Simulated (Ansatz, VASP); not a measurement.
## ZnSe in VASP and in Ansatz

Contents of POSCAR:

```
ZnSe
1.0
    0.0000000000      2.8331845200      2.8331845200
    2.8331845200      0.0000000000      2.8331845200
    2.8331845200      2.8331845200      0.0000000000
Zn Se
1 1
Direct
    0.0000000000      0.0000000000      0.0000000000
    0.2500000000      0.2500000000      0.2500000000
```

INCAR.step1

```
SYSTEM = ZnSe
PREC     = Accurate       ! precision mode
ENCUT    = 520            ! plane-wave cutoff, eV
ISMEAR   = -1             ! smearing method
SIGMA    = 0.02           ! smearing width, eV
LREAL    = .False.        ! projectors in reciprocal space
LASPH    = .True.         ! aspherical terms in the spheres
NELM     = 100            ! most SCF steps
NBANDS   = 16             ! bands
GGA      = PE             ! functional
ALGO     = Normal         ! electronic algorithm
EDIFF    = 1E-4           ! SCF threshold, eV
LWAVE    = .True.         ! write WAVECAR
LCHARG   = .False.        ! write CHGCAR
```

Contents of INCAR.step2:

```
SYSTEM = ZnSe
PREC     = Accurate       ! precision mode
ENCUT    = 520            ! plane-wave cutoff, eV
EDIFF    = 1E-7           ! SCF threshold, eV
ISMEAR   = -1             ! smearing method
SIGMA    = 0.02           ! smearing width, eV
LREAL    = .False.        ! projectors in reciprocal space
LASPH    = .True.         ! aspherical terms in the spheres
NELM     = 100            ! most SCF steps
ALGO     = Normal         ! electronic algorithm
ISIF     = 2              ! what is computed and relaxed
LWAVE    = .False.        ! write WAVECAR
LCHARG   = .False.        ! write CHGCAR
METAGGA  = R2SCAN         ! meta-GGA
LMIXTAU  = .True.       
NBANDS   = 16             ! bands
ISTART   = 1
```

Contents of KPOINTS:

```
Automatic mesh
0
Gamma
  8 8 8
  0 0 0
```

Input for Ansatz:

```yaml
crystal:
  lattice:
    - [0.0, 2.83318452, 2.83318452]
    - [2.83318452, 0.0, 2.83318452]
    - [2.83318452, 2.83318452, 0.0]
  atoms:
    - { symbol: Zn, position: [0.0, 0.0, 0.0] }
    - { symbol: Se, position: [0.25, 0.25, 0.25] }
  symmetry: { tolerance: 0.0003 }
hamiltonian:
  xc: r2scan
  pseudopotentials: { kind: paw, azcp: { folder: soft_1 } }
basis:
  ecutwfc: 500
magnetization:
  spin_polarized: false
scf:
  occupations: { method: fermi_dirac, width: 0.02 }
kpoints:
  mp_grid: { grid: [8, 8, 8], shift: [0, 0, 0] }
  band_path:
    path:
      - [0.0, 0.0, 0.0]
      - [-0.5, -0.5, 0.0]
      - [-0.375, -0.375, 0.25]
      - [-0.375, 0.0, 0.375]
      - [0.0, 0.0, 0.0]
      - [0.0, 0.0, 0.5]
      - [-0.5, -0.25, 0.25]
      - [-0.5, -0.5, 0.0]
    npoints: 15
output:
  forces: true
  stress: true
  eigenvalues: true
  bader: true
  populations: true
  elf: true
  write_potential: true
  write_density: true
  volumetric_format: npy
  dos:
    e_range: [-12, 8]
    de: 0.05
    projected: { site_lists: { Se: [Se], Zn: [Zn] } }
```

Alike in both runs: task single point; functional r2SCAN; k mesh 8 × 8 × 8; occupations fermi-dirac, width 0.02 eV; no spin polarisation.

|  | VASP | Ansatz |
| --- | --- | --- |
| version | VASP 6.6.1 | Ansatz 0.2.0 |
| potentials or method | VASP PAW PBE potentials, release 64 (Zn, Se), cutoff 520 eV | PAW plane waves |
| valence electrons in the cell | 18 | 28 |

|  | VASP | Ansatz | Ansatz less VASP |
| --- | --- | --- | --- |
| gap on the k mesh at the Fermi level (eV) | 1.87 | 1.86 | -0.008 |
| pressure (GPa) | 0.1 | 0.0 | -0.08 |

VASP's potentials were made for PBE, not for r2SCAN. With one functional, cell and mesh, what is left measures potentials, basis and numerics. VASP's potentials hold 18 valence electrons a cell and Ansatz's 28, so a difference there can come from the potentials and not from the codes.
